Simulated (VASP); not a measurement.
# InP (Fmmm) in VASP: single point with PBE

Aim: the single point of InP with PBE.

All numbers are computed with VASP 6.6.1; they aren't measurements. Logs are shortened: lines on timing, memory, paths and dates and some standing lists are left out, and cuts for length are marked.

## 1. The cell of the first run

The structure is orthorhombic, space group Fmmm (No. 69). Conventional cell: a = 5.430 Å, b = 5.577 Å, c = 5.614 Å, α = 90.00°, β = 90.00°, γ = 90.00°. In (site symmetry mmm) has 6 P at 2.71 to 2.81 Å within 3.6 Å. P (site symmetry mmm) has 6 In at 2.71 to 2.81 Å within 3.6 Å.

## 2. Single point, PBE

File INCAR:

```
ALGO = Normal ; EDIFF = 1E-7
ENCUT = 520 ; GGA = PE
ISIF = 2 ; ISMEAR = 0
LASPH = T ; LCHARG = F
LREAL = F ; LWAVE = F
NBANDS = 16 ; NELM = 80
PREC = Accurate ; SIGMA = 0.15
```

File KPOINTS:

```
k-points
0
Gamma
  18 18 18
```

File POSCAR:

```
InP
1.0
    0.0000000000      2.7885819814      2.8070035481
    2.7148957143      0.0000000000      2.8070035481
    2.7148957143      2.7885819814      0.0000000000
In P
1 1
Direct
    0.0000000000      0.0000000000      0.0000000000
    0.5000000000      0.5000000000      0.5000000000
```

Potentials or basis: VASP PAW PBE potentials, release 64 (In_d, P).

Launch:

```sh
$ cat potpaw_PBE.64/In_d/POTCAR potpaw_PBE.64/P/POTCAR > POTCAR
$ mpirun -np 1 vasp_std > vasp.out
```

OUTCAR:

```text
EDIFF = 1E-7
   ENCUT = 520
   GGA = PE
   ISIF = 2
   ISMEAR = 0
   LASPH = T
   LREAL = F
   NELM = 80
   PREC = Accurate

 ion  position               nearest neighbor table
   1  0.000  0.000  0.000-   2 2.71   2 2.71   2 2.79   2 2.79   2 2.81   2 2.81
   2  0.500  0.500  0.500-   1 2.71   1 2.71   1 2.79   1 2.79   1 2.81   1 2.81

  LATTYP: Found a face centered orthorhombic cell.
 ALAT       =     5.4297914286
 B/A-ratio  =     1.0271414724
 C/A-ratio  =     1.0339268405

  Lattice vectors:

 A1 = (   0.0000000000,   2.7885819814,   2.8070035481)
 A2 = (   2.7148957143,   0.0000000000,   2.8070035481)
 A3 = (   2.7148957143,   2.7885819814,   0.0000000000)

Analysis of symmetry for initial positions (statically):
=====================================================================
 Subroutine PRICEL returns:
 Original cell was already a primitive cell.

 Routine SETGRP: Setting up the symmetry group for a
 face centered orthorhombic supercell.

 Subroutine GETGRP returns: Found  8 space group operations
 (whereof  8 operations were pure point group operations)
 out of a pool of  8 trial point group operations.

The static configuration has the point symmetry D_2h.

Analysis of symmetry for dynamics (positions and initial velocities):
=====================================================================
 Subroutine PRICEL returns:
 Original cell was already a primitive cell.

 Routine SETGRP: Setting up the symmetry group for a
 face centered orthorhombic supercell.

 Subroutine GETGRP returns: Found  8 space group operations
 (whereof  8 operations were pure point group operations)
 out of a pool of  8 trial point group operations.

The dynamic configuration has the point symmetry D_2h.

 Subroutine INISYM returns: Found  8 space group operations
 (whereof  8 operations are pure point group operations),
 and found     1 'primitive' translations

----------------------------------------------------------------------------------------

                                     Primitive cell

  volume of cell :      42.5020

  direct lattice vectors                    reciprocal lattice vectors
     0.000000000  2.788581981  2.807003548    -0.184169137  0.179302600  0.178125888
     2.714895714  0.000000000  2.807003548     0.184169137 -0.179302600  0.178125888
     2.714895714  2.788581981  0.000000000     0.184169137  0.179302600 -0.178125888

  length of vectors
     3.956697914  3.905115576  3.891895195     0.312724360  0.312724360  0.312724360

  position of ions in fractional coordinates (direct lattice)
     0.000000000  0.000000000  0.000000000
     0.500000000  0.500000000  0.500000000

  ion indices of the primitive-cell ions
   primitive index   ion index
                 1           1
                 2           2

----------------------------------------------------------------------------------------

 KPOINTS: k-points

Automatic generation of k-mesh.
 Grid dimensions read from file:
 generate k-points for:   18   18   18

 Generating k-lattice:

  Cartesian coordinates                     Fractional coordinates (reciprocal lattice)
    -0.010231619  0.009961256  0.009895883     0.055555556  0.000000000  0.000000000
     0.010231619 -0.009961256  0.009895883     0.000000000  0.055555556  0.000000000
     0.010231619  0.009961256 -0.009895883    -0.000000000 -0.000000000  0.055555556

  Length of vectors
     0.017373576  0.017373576  0.017373576

  Shift w.r.t. Gamma in fractional coordinates (k-lattice)
     0.000000000  0.000000000  0.000000000

 Subroutine IBZKPT returns following result:
 ===========================================

 Found    865 irreducible k-points:

 Following reciprocal coordinates:
            Coordinates               Weight
  0.000000  0.000000  0.000000      1.000000
  0.055556 -0.000000  0.000000      8.000000
  0.111111 -0.000000  0.000000      8.000000
  0.166667 -0.000000  0.000000      8.000000
  0.222222  0.000000  0.000000      8.000000
  0.277778  0.000000  0.000000      8.000000
[... 16 lines left out ...]
 -0.277778  0.055556  0.000000      8.000000
 -0.222222  0.055556  0.000000      8.000000
 [... further k-points ...]
   k-points           NKPTS =    865   k-points in BZ     NKDIM =    865   number of bands    NBANDS=     16
   number of dos      NEDOS =    301   number of ions     NIONS =      2
   total plane-waves  NPLWV =  27000
   dimension x,y,z NGX =    30 NGY =   30 NGZ =   30
   dimension x,y,z NGXF=    60 NGYF=   60 NGZF=   60
   ions per type =               1   1
   NGX,Y,Z   is equivalent  to a cutoff of  12.60, 12.77, 12.81 a.u.
   NGXF,Y,Z  is equivalent  to a cutoff of  25.21, 25.54, 25.63 a.u.
 SYSTEM =  unknown system
   PREC   = accura    normal or accurate (medium, high low for compatibility)
   ISTART =      0    job   : 0-new  1-cont  2-samecut
   ICHARG =      2    charge: 1-file 2-atom 10-const
   ISPIN  =      1    spin polarized calculation?
   LNONCOLLINEAR =      F non collinear calculations
   LSORBIT =      F    spin-orbit coupling
   LASPH  =      T    aspherical Exc in radial PAW
   ENCUT  =  520.0 eV  38.22 Ry    6.18 a.u.   7.36  7.26  7.24*2*pi/ulx,y,z
   NELM   =     80;   NELMIN=  2; NELMDL= -5     # of ELM steps
   EDIFF  = 0.1E-06   stopping-criterion for ELM
   LREAL  =      F    real-space projection
   EDIFFG = 0.1E-05   stopping-criterion for IOM
   NSW    =      0    number of steps for IOM
   IBRION =     -1    ionic relax: 0-MD 1-quasi-New 2-CG
   NFREE  =      0    steps in history (QN), initial steepest desc. (CG)
   ISIF   =      2    stress and relaxation
   ISYM   =      2    0-nonsym 1-usesym 2-fastsym
   POTIM  = 0.5000    time-step for ionic-motion
   TEBEG  =    0.0;   TEEND  =   0.0 temperature during run
   PSTRESS=    0.0 pullay stress
   NELECT =      18.0000    total number of electrons
   NUPDOWN=      -1.0000    fix difference up-down
   EMIN   =  10.00;   EMAX   =-10.00  energy-range for DOS
   EFERMI =   0.00;   METHOD = LEGACY
   ISMEAR =     0;   SIGMA  =   0.15  broadening in eV -4-tet -1-fermi 0-gaus
   EFERMI_NEDOS =   21; number of points for ismear=-14 and -15
   IALGO  =     38    algorithm
   IMIX   =      4    mixing-type and parameters
     AMIX     =   0.40;   BMIX     =  1.00
     AMIX_MAG =   1.60;   BMIX_MAG =  1.00
  volume/ion in A,a.u.               =      21.25       143.41
  Fermi-wavevector in a.u.,A,eV,Ry     =   1.229407  2.323243 20.564425  1.511443
  Thomas-Fermi vector in A             =   2.364296
   LORBIT       =      0    0 simple, 1 ext, 2 COOP (PROOUT), +10 PAW based schemes
   GGA     = PE    functional components
   LHFCALC =     F    Hartree Fock is set to
   AEXX    =    0.0000 exact exchange contribution
   IVDW    =     0    specifies the selected vdW correction
   LEPSILON=     F    determine dielectric tensor
   LRPA    =     F    only Hartree local field effects (RPA)
 non-spin polarized calculation
 Gauss-broadening in eV      SIGMA  =   0.15
  energy-cutoff  :      520.00
  volume of cell :       42.50
 maximum number of plane-waves:      1171
 NGX is ok and might be reduce to    30
   NGX = 15   NGY = 15   NGZ = 15

 number of electron      18.0000008 magnetization

 Free energy of the ion-electron system (eV)
  ---------------------------------------------------
  ext. energy  EPLUGINS =         0.00000000
  ---------------------------------------------------
  free energy    TOTEN  =        -7.91195898 eV

  energy without entropy =       -7.89812094  energy(sigma->0) =       -7.90503996

 E-fermi :   7.0271     XC(G=0): -10.3899

 val. band max:        7.0245263707   @ k =  -0.3333   0.1667   0.0000
 cond. band min:       7.0287629106   @ k =   0.2778   0.0556   0.1111
 fundamental gap:      0.0042365400
 Fermi energy:         7.0270901935

 k-point     1 :       0.0000    0.0000    0.0000
  band No.  band energies     occupation
      1      -7.2000      2.00000
      2      -7.1897      2.00000
      3      -7.1790      2.00000
      4      -7.1756      2.00000
      5      -7.1618      2.00000
      6      -4.9793      2.00000
[... 8 lines left out ...]
     15      15.2890      0.00000
     16      16.1365      0.00000

 k-point     2 :       0.0556   -0.0000    0.0000
  band No.  band energies     occupation
      1      -7.2013      2.00000
      2      -7.1908      2.00000
      3      -7.1777      2.00000
      4      -7.1742      2.00000
      5      -7.1608      2.00000
      6      -4.9410      2.00000
[... 8 lines left out ...]
     15      15.1045      0.00000
     16      15.8158      0.00000

 k-point     3 :       0.1111   -0.0000    0.0000
  band No.  band energies     occupation
      1      -7.2059      2.00000
      2      -7.1952      2.00000
      3      -7.1753      2.00000
      4      -7.1679      2.00000
      5      -7.1570      2.00000
      6      -4.8267      2.00000
[... 8 lines left out ...]
     15      14.8720      0.00000
     16      15.5404      0.00000

 k-point     4 :       0.1667   -0.0000    0.0000
  band No.  band energies     occupation
      1      -7.2138      2.00000
      2      -7.2029      2.00000
      3      -7.1743      2.00000
      4      -7.1563      2.00000
      5      -7.1491      2.00000
      6      -4.6383      2.00000
[... 8 lines left out ...]
     15      15.0432      0.00000
     16      15.3942      0.00000

 k-point     5 :       0.2222    0.0000    0.0000
  band No.  band energies     occupation
      1      -7.2240      2.00000
      2      -7.2126      2.00000
      3      -7.1749      2.00000
      4      -7.1414      2.00000
      5      -7.1377      2.00000
      6      -4.3807      2.00000
[... 8 lines left out ...]
     15      15.4669      0.00000
     16      15.5333      0.00000

 k-point     6 :       0.2778    0.0000    0.0000
  band No.  band energies     occupation
      1      -7.2351      2.00000
      2      -7.2231      2.00000
      3      -7.1766      2.00000
      4      -7.1254      2.00000
      5      -7.1247      2.00000
      6      -4.0630      2.00000
[... 8 lines left out ...]
     15      16.0385      0.00000
     16      16.0605      0.00000

 k-point     7 :       0.3333   -0.0000    0.0000
  band No.  band energies     occupation
      1      -7.2457      2.00000
      2      -7.2329      2.00000
      3      -7.1788      2.00000
      4      -7.1123      2.00000
      5      -7.1102      2.00000
      6      -3.7033      2.00000
[... 8 lines left out ...]
     15      16.6683      0.00000
     16      16.7442      0.00000

 k-point     8 :       0.3889   -0.0000   -0.0000
  band No.  band energies     occupation
      1      -7.2544      2.00000
      2      -7.2409      2.00000
      3      -7.1808      2.00000
      4      -7.1020      2.00000
      5      -7.0977      2.00000
      6      -3.3380      2.00000
[... 8 lines left out ...]
     15      17.3438      0.00000
     16      17.4717      0.00000

 k-point     9 :       0.4444    0.0000    0.0000
  band No.  band energies     occupation
      1      -7.2601      2.00000
      2      -7.2461      2.00000
      3      -7.1823      2.00000
      4      -7.0952      2.00000
      5      -7.0896      2.00000
      6      -3.0382      2.00000
[... 8 lines left out ...]
     15      17.9439      0.00000
     16      18.1271      0.00000
[... 172 lines left out ...]
 k-point    19 :       0.5000    0.0556    0.0000
  band No.  band energies     occupation
      1      -7.2630      2.00000
      2      -7.2499      2.00000
      3      -7.1807      2.00000
      4      -7.0941      2.00000
      5      -7.0895      2.00000
      6      -2.8954      2.00000
[... 8 lines left out ...]
     15      18.2562      0.00000
     16      18.8205      0.00000

 k-point    20 :      -0.4444    0.0556    0.0000
  band No.  band energies     occupation
      1      -7.2618      2.00000
      2      -7.2494      2.00000
      3      -7.1806      2.00000
      4      -7.0949      2.00000
      5      -7.0900      2.00000
      6      -2.9336      2.00000
[... 8 lines left out ...]
     15      17.9023      0.00000
     16      18.9425      0.00000

 k-point    21 :      -0.3889    0.0556    0.0000
  band No.  band energies     occupation
      1      -7.2576      2.00000
      2      -7.2445      2.00000
      3      -7.1796      2.00000
      4      -7.1012      2.00000
      5      -7.0946      2.00000
      6      -3.1851      2.00000
[... 8 lines left out ...]
     15      17.2451      0.00000
     16      18.5219      0.00000

 k-point    22 :      -0.3333    0.0556   -0.0000
  band No.  band energies     occupation
      1      -7.2506      2.00000
      2      -7.2362      2.00000
      3      -7.1780      2.00000
      4      -7.1116      2.00000
      5      -7.1034      2.00000
      6      -3.5385      2.00000
[... 8 lines left out ...]
     15      16.5299      0.00000
     16      17.8262      0.00000

 k-point    23 :      -0.2778    0.0556    0.0000
  band No.  band energies     occupation
      1      -7.2414      2.00000
      2      -7.2257      2.00000
      3      -7.1762      2.00000
      4      -7.1243      2.00000
      5      -7.1158      2.00000
      6      -3.9064      2.00000
[... 8 lines left out ...]
     15      15.8807      0.00000
     16      17.0929      0.00000

 k-point    24 :      -0.2222    0.0556    0.0000
  band No.  band energies     occupation
      1      -7.2309      2.00000
      2      -7.2146      2.00000
      3      -7.1746      2.00000
      4      -7.1375      2.00000
      5      -7.1303      2.00000
      6      -4.2423      2.00000
[... 8 lines left out ...]
     15      15.4714      0.00000
     16      16.4238      0.00000

 [... further k-points ...]

------------------------ aborting loop because EDIFF is reached ----------------------------------------

  FORCE on cell =-STRESS in cart. coord.  units (eV):
  Direction    XX          YY          ZZ          XY          YZ          ZX
  --------------------------------------------------------------------------------------
  -------------------------------------------------------------------------------------
  Total        0.6487311     -0.1957072     -0.3531154      0.0000000      0.0000000      0.0000000
  in kB       24.4548925     -7.3774781    -13.3112173      0.0000000      0.0000000      0.0000000
  external PRESSURE =       1.2553990 kB  Pullay stress =       0.0000000 kB

 VOLUME and BASIS-vectors are now :
 -----------------------------------------------------------------------------
  energy-cutoff  :      520.00
  volume of cell :       42.50
      direct lattice vectors                 reciprocal lattice vectors
     0.000000000  2.788581981  2.807003548    -0.184169137  0.179302600  0.178125888
     2.714895714  0.000000000  2.807003548     0.184169137 -0.179302600  0.178125888
     2.714895714  2.788581981  0.000000000     0.184169137  0.179302600 -0.178125888

 POSITION                                       TOTAL-FORCE (eV/Angst)
 -----------------------------------------------------------------------------------
      0.00000      0.00000      0.00000        -0.000000     -0.000000     -0.000000
      2.71490      2.78858      2.80700         0.000000      0.000000      0.000000
 -----------------------------------------------------------------------------------
    total drift:                               -0.000000      0.000000      0.000000

  FREE ENERGIE OF THE ION-ELECTRON SYSTEM (eV)
  ---------------------------------------------------
  free  energy   TOTEN  =        -7.9119589786 eV

  energy  without entropy=       -7.8981209362  energy(sigma->0) =       -7.90503996
```

It took 8.9 min on 1 thread of Intel Xeon Platinum 8488C (Sapphire Rapids), shared host; peak memory 0.64 GiB.

Results:

```
Free energy            : -7.9120 eV
Pressure               : 0.1 GPa
Band gap on the k mesh : zero (bands 9 and 10 overlap by 2.69 eV)
```

Stress tensor (GPa, compression positive):
```
 2.45  0.00  0.00
 0.00 -0.74  0.00
 0.00  0.00 -1.33
```

Caveat: the cell differs from its parent crystal (strain +e along x and -e along y -0.0133, strain +e along z and -e/2 along x and y +0.0133); spin-orbit coupling is left out, which moves the levels of the heavy elements.
